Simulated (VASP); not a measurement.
# TaN (Pm-3m) in VASP: a series of runs

The runs below take TaN through single point, with PBEsol-based screened hybrid with 25 % exact exchange, B3LYP.

Everything below comes from runs of VASP 6.6.1. Logs are shortened: lines on timing, memory, paths and dates and some standing lists are left out, and cuts for length are marked.

### 1 The cell of the first run

Symmetry: Pm-3m, No. 221, cubic system. The conventional cell has a = 2.732 Å, b = 2.732 Å, c = 2.732 Å, α = 90.00°, β = 90.00°, γ = 90.00°. Within 3.1 Å of Ta (site symmetry m-3m) lie 8 N at 2.37 Å and 6 Ta at 2.73 Å. Within 3.1 Å of N (site symmetry m-3m) lie 8 Ta at 2.37 Å and 6 N at 2.73 Å.

### 2 Single point, PBEsol-based screened hybrid with 25 % exact exchange

Input file POSCAR:

```
TaN
1.0
    2.7323076900      0.0000000000      0.0000000000
    0.0000000000      2.7323076900      0.0000000000
    0.0000000000      0.0000000000      2.7323076900
Ta N
1 1
Direct
    0.0000000000      0.0000000000      0.0000000000
    0.5000000000      0.5000000000      0.5000000000
```

Input file INCAR.step1:

```
SYSTEM = TaN
PREC = Accurate
ENCUT = 520
EDIFF = 1E-5
ISMEAR = -1
SIGMA = 0.05
LREAL = .FALSE.
LASPH = .TRUE.
NELM = 80
ALGO = Normal
ISIF = 2
LWAVE = .TRUE.
LCHARG = .FALSE.
NBANDS = 15
GGA = PE
```

Input file INCAR.step2:

```
SYSTEM = TaN
PREC = Accurate
ENCUT = 520
EDIFF = 1E-6
ISMEAR = -1
SIGMA = 0.05
LREAL = .FALSE.
LASPH = .TRUE.
NELM = 80
ALGO = Normal
ISIF = 2
LWAVE = .FALSE.
LCHARG = .FALSE.
GGA = PS
LHFCALC = .TRUE.
AEXX = 0.25
HFSCREEN = 0.207
PRECFOCK = Normal
NBANDS = 15
ISTART = 1
```

Input file KPOINTS:

```
regular mesh
0
G
  5 5 5
  0 0 0
```

Potentials or basis: VASP PAW PBE potentials, release 64 (Ta_pv, N).

On the command line:

```
cat potpaw_PBE.64/Ta_pv/POTCAR potpaw_PBE.64/N/POTCAR > POTCAR
cp INCAR.step1 INCAR
mpirun -np 1 vasp_std > vasp.out
cp INCAR.step2 INCAR
mpirun -np 1 vasp_std > vasp.out
```

OUTCAR:

```text
SYSTEM = TaN
   PREC = Accurate
   ENCUT = 520
   EDIFF = 1E-6
   ISMEAR = -1
   LREAL = .FALSE.
   LASPH = .TRUE.
   NELM = 80
   ISIF = 2
   GGA = PS
   LHFCALC = .TRUE.
   AEXX = 0.25
   HFSCREEN = 0.207
   PRECFOCK = Normal
   ISTART = 1

 ion  position               nearest neighbor table
   1  0.000  0.000  0.000-   2 2.37   2 2.37   2 2.37   2 2.37   2 2.37   2 2.37   2 2.37   2 2.37

   2  0.500  0.500  0.500-   1 2.37   1 2.37   1 2.37   1 2.37   1 2.37   1 2.37   1 2.37   1 2.37

  LATTYP: Found a simple cubic cell.
 ALAT       =     2.7323076900

  Lattice vectors:

 A1 = (   2.7323076900,   0.0000000000,   0.0000000000)
 A2 = (   0.0000000000,   2.7323076900,   0.0000000000)
 A3 = (   0.0000000000,   0.0000000000,   2.7323076900)

Analysis of symmetry for initial positions (statically):
=====================================================================
 Subroutine PRICEL returns:
 Original cell was already a primitive cell.

 Routine SETGRP: Setting up the symmetry group for a
 simple cubic supercell.

 Subroutine GETGRP returns: Found 48 space group operations
 (whereof 48 operations were pure point group operations)
 out of a pool of 48 trial point group operations.

The static configuration has the point symmetry O_h .

Analysis of symmetry for dynamics (positions and initial velocities):
=====================================================================
 Subroutine PRICEL returns:
 Original cell was already a primitive cell.

 Routine SETGRP: Setting up the symmetry group for a
 simple cubic supercell.

 Subroutine GETGRP returns: Found 48 space group operations
 (whereof 48 operations were pure point group operations)
 out of a pool of 48 trial point group operations.

The dynamic configuration has the point symmetry O_h .

 Subroutine INISYM returns: Found 48 space group operations
 (whereof 48 operations are pure point group operations),
 and found     1 'primitive' translations

----------------------------------------------------------------------------------------

                                     Primitive cell

  volume of cell :      20.3981

  direct lattice vectors                    reciprocal lattice vectors
     2.732307690  0.000000000  0.000000000     0.365990991  0.000000000  0.000000000
     0.000000000  2.732307690  0.000000000     0.000000000  0.365990991  0.000000000
     0.000000000  0.000000000  2.732307690     0.000000000  0.000000000  0.365990991

  length of vectors
     2.732307690  2.732307690  2.732307690     0.365990991  0.365990991  0.365990991

  position of ions in fractional coordinates (direct lattice)
     0.000000000  0.000000000  0.000000000
     0.500000000  0.500000000  0.500000000

  ion indices of the primitive-cell ions
   primitive index   ion index
                 1           1
                 2           2

----------------------------------------------------------------------------------------

 KPOINTS: regular mesh

Automatic generation of k-mesh.
 Grid dimensions read from file:
 generate k-points for:    5    5    5

 Generating k-lattice:

  Cartesian coordinates                     Fractional coordinates (reciprocal lattice)
     0.073198198  0.000000000  0.000000000     0.200000000  0.000000000  0.000000000
     0.000000000  0.073198198  0.000000000     0.000000000  0.200000000  0.000000000
     0.000000000  0.000000000  0.073198198     0.000000000  0.000000000  0.200000000

  Length of vectors
     0.073198198  0.073198198  0.073198198

  Shift w.r.t. Gamma in fractional coordinates (k-lattice)
     0.000000000  0.000000000  0.000000000

 Subroutine IBZKPT returns following result:
 ===========================================

 Found     10 irreducible k-points:

 Following reciprocal coordinates:
            Coordinates               Weight
  0.000000  0.000000  0.000000      1.000000
  0.200000  0.000000  0.000000      6.000000
  0.400000  0.000000  0.000000      6.000000
  0.200000  0.200000  0.000000     12.000000
  0.400000  0.200000  0.000000     24.000000
  0.400000  0.400000  0.000000     12.000000
  0.200000  0.200000  0.200000      8.000000
  0.400000  0.200000  0.200000     24.000000
  0.400000  0.400000  0.200000     24.000000
  0.400000  0.400000  0.400000      8.000000
   k-points           NKPTS =     10   k-points in BZ     NKDIM =    125   number of bands    NBANDS=     15
   number of dos      NEDOS =    301   number of ions     NIONS =      2
   total plane-waves  NPLWV =   8000
   dimension x,y,z NGX =    20 NGY =   20 NGZ =   20
   dimension x,y,z NGXF=    40 NGYF=   40 NGZF=   40
   ions per type =               1   1
   NGX,Y,Z   is equivalent  to a cutoff of  12.17, 12.17, 12.17 a.u.
   NGXF,Y,Z  is equivalent  to a cutoff of  24.34, 24.34, 24.34 a.u.
 SYSTEM =  TaN
   PREC   = accura    normal or accurate (medium, high low for compatibility)
   ISTART =      1    job   : 0-new  1-cont  2-samecut
   ICHARG =      0    charge: 1-file 2-atom 10-const
   ISPIN  =      1    spin polarized calculation?
   LNONCOLLINEAR =      F non collinear calculations
   LSORBIT =      F    spin-orbit coupling
   LASPH  =      T    aspherical Exc in radial PAW
   ENCUT  =  520.0 eV  38.22 Ry    6.18 a.u.   5.08  5.08  5.08*2*pi/ulx,y,z
   NELM   =     80;   NELMIN=  2; NELMDL=  0     # of ELM steps
   EDIFF  = 0.1E-05   stopping-criterion for ELM
   LREAL  =      F    real-space projection
   EDIFFG = 0.1E-04   stopping-criterion for IOM
   NSW    =      0    number of steps for IOM
   IBRION =     -1    ionic relax: 0-MD 1-quasi-New 2-CG
   NFREE  =      0    steps in history (QN), initial steepest desc. (CG)
   ISIF   =      2    stress and relaxation
   ISYM   =      3    0-nonsym 1-usesym 2-fastsym
   POTIM  = 0.5000    time-step for ionic-motion
   TEBEG  =    0.0;   TEEND  =   0.0 temperature during run
   PSTRESS=    0.0 pullay stress
   NELECT =      16.0000    total number of electrons
   NUPDOWN=      -1.0000    fix difference up-down
   EMIN   =  10.00;   EMAX   =-10.00  energy-range for DOS
   EFERMI =   0.00;   METHOD = LEGACY
   ISMEAR =    -1;   SIGMA  =   0.05  broadening in eV -4-tet -1-fermi 0-gaus
   EFERMI_NEDOS =   21; number of points for ismear=-14 and -15
   IALGO  =     38    algorithm
   IMIX   =      1    mixing-type and parameters
     AMIX     =   0.40;   BMIX     =  1.00
     AMIX_MAG =   1.60;   BMIX_MAG =  1.00
  volume/ion in A,a.u.               =      10.20        68.83
  Fermi-wavevector in a.u.,A,eV,Ry     =   1.509797  2.853103 31.014303  2.279487
  Thomas-Fermi vector in A             =   2.620072
   LORBIT       =      0    0 simple, 1 ext, 2 COOP (PROOUT), +10 PAW based schemes
   GGA     = PS    functional components
   LHFCALC =     T    Hartree Fock is set to
   PRECFOCK=normal    Normal, Fast or Accurate (Low or Medium for compatibility)
   ENCUT4O =  -1.0   cutoff for four orbital integrals eV
   NKREDX  =     1    reduce k-point grid by
   NKREDY  =     1    reduce k-point grid by
   NKREDZ  =     1    reduce k-point grid by
   AEXX    =    0.2500 exact exchange contribution
   HFSCREEN=    0.2070 screening length (either q_TF or 0.3 A-1)
   HFSCREENC=   0.2070 screening length for correlation (either q_TF or 0.3 A-1)
   ENCUTFOCK=  -1.0 apply spherical cutoff to Coloumb kernel
   IVDW    =     0    specifies the selected vdW correction
   LEPSILON=     F    determine dielectric tensor
   LRPA    =     F    only Hartree local field effects (RPA)
 non-spin polarized calculation
  energy-cutoff  :      520.00
  volume of cell :       20.40
 maximum number of plane-waves:       558
  NGX = 16; NGY = 16; NGZ = 16

 number of electron      16.0000010 magnetization

 Free energy of the ion-electron system (eV)
  ---------------------------------------------------
  ext. energy  EPLUGINS =         0.00000000
  ---------------------------------------------------
  free energy    TOTEN  =       -25.56474415 eV

  energy without entropy =      -25.55196978  energy(sigma->0) =      -25.55835697

 E-fermi :   8.0012     XC(G=0): -11.2714

 val. band max:        7.9686147973   @ k =   0.2000   0.2000   0.2000
 cond. band min:       9.0599845543   @ k =   0.2000   0.2000   0.0000
 fundamental gap:      1.0913697571
 Fermi energy:         8.0012445079

 k-point     1 :       0.0000    0.0000    0.0000
  band No.  band energies     occupation
      1     -28.3118      2.00000
      2     -28.3118      2.00000
      3     -28.3118      2.00000
      4     -11.3958      2.00000
      5       3.6611      2.00000
      6       3.6611      2.00000
      7       5.9247      2.00000
      8       5.9247      2.00000
      9       5.9247      2.00000
     10      12.5003      0.00000
     11      14.1152      0.00000
     12      14.1152      0.00000
     13      14.1152      0.00000
     14      24.0598      0.00000
     15      28.0792      0.00000

 k-point     2 :       0.2000    0.0000    0.0000
  band No.  band energies     occupation
      1     -28.8694      2.00000
      2     -28.2602      2.00000
      3     -28.2602      2.00000
      4     -10.5313      2.00000
      5       1.7568      2.00000
      6       4.0451      2.00000
      7       5.1464      2.00000
      8       5.1464      2.00000
      9       7.6158      1.99910
     10      14.3483      0.00000
     11      14.5766      0.00000
     12      14.5766      0.00000
     13      14.5910      0.00000
     14      23.7511      0.00000
     15      24.0595      0.00000
[... 113 lines left out ...]
      3     -28.5378      2.00000
      4      -8.5502      2.00000
      5       0.6322      2.00000
      6       1.1119      2.00000
      7       3.6854      2.00000
      8       7.8665      1.87343
      9      11.3891      0.00000
     10      11.9746      0.00000
     11      14.7120      0.00000
     12      15.5111      0.00000
     13      19.3998      0.00000
     14      24.0541      0.00000
     15      24.3686      0.00000

 k-point    10 :       0.4000    0.4000    0.4000
  band No.  band energies     occupation
      1     -29.2671      2.00000
      2     -29.2344      2.00000
      3     -29.2344      2.00000
      4      -7.6509      2.00000
      5      -0.4959      2.00000
      6      -0.4959      2.00000
      7       0.8172      2.00000
      8      13.0592      0.00000
      9      13.4340      0.00000
     10      13.4340      0.00000
     11      16.3671      0.00000
     12      16.3671      0.00000
     13      18.7077      0.00000
     14      22.3603      0.00000
     15      22.3603      0.00000

------------------------ aborting loop because EDIFF is reached ----------------------------------------

  FORCE on cell =-STRESS in cart. coord.  units (eV):
  Direction    XX          YY          ZZ          XY          YZ          ZX
  --------------------------------------------------------------------------------------
  -------------------------------------------------------------------------------------
  Total       -1.0272579     -1.0272579     -1.0272579      0.0000000      0.0000000      0.0000000
  in kB      -80.6865742    -80.6865742    -80.6865742      0.0000000      0.0000000      0.0000000
  external PRESSURE =     -80.6865742 kB  Pullay stress =       0.0000000 kB

 VOLUME and BASIS-vectors are now :
 -----------------------------------------------------------------------------
  energy-cutoff  :      520.00
  volume of cell :       20.40
      direct lattice vectors                 reciprocal lattice vectors
     2.732307690  0.000000000  0.000000000     0.365990991  0.000000000  0.000000000
     0.000000000  2.732307690  0.000000000     0.000000000  0.365990991  0.000000000
     0.000000000  0.000000000  2.732307690     0.000000000  0.000000000  0.365990991

 POSITION                                       TOTAL-FORCE (eV/Angst)
 -----------------------------------------------------------------------------------
      0.00000      0.00000      0.00000         0.000000      0.000000      0.000000
      1.36615      1.36615      1.36615         0.000000      0.000000      0.000000
 -----------------------------------------------------------------------------------
    total drift:                                0.000022      0.000092     -0.000002

  FREE ENERGIE OF THE ION-ELECTRON SYSTEM (eV)
  ---------------------------------------------------
  free  energy   TOTEN  =       -25.5647441521 eV

  energy  without entropy=      -25.5519697814  energy(sigma->0) =      -25.55835697
```

Run time: 8.8 min. Hardware: 1 thread of AMD EPYC 7R43 (Zen 3), shared host; peak memory 0.2 GiB.

Results:

* Free energy: -25.5647 eV
* Pressure: -8.1 GPa
* Band gap on the k mesh: zero (bands 8 and 9 overlap by 7.13 eV)

Caveat: the k points lie up to 0.46 Å⁻¹ apart, too coarse for converged energies and pressures of a metal; the PAW data sets were made with another functional, which shifts forces and pressure a little; spin-orbit coupling is left out, which moves the levels of the heavy elements.

[end of part 1 of 2]

The gap in the log of VASP goes by the Fermi energy; the results here count the filled bands.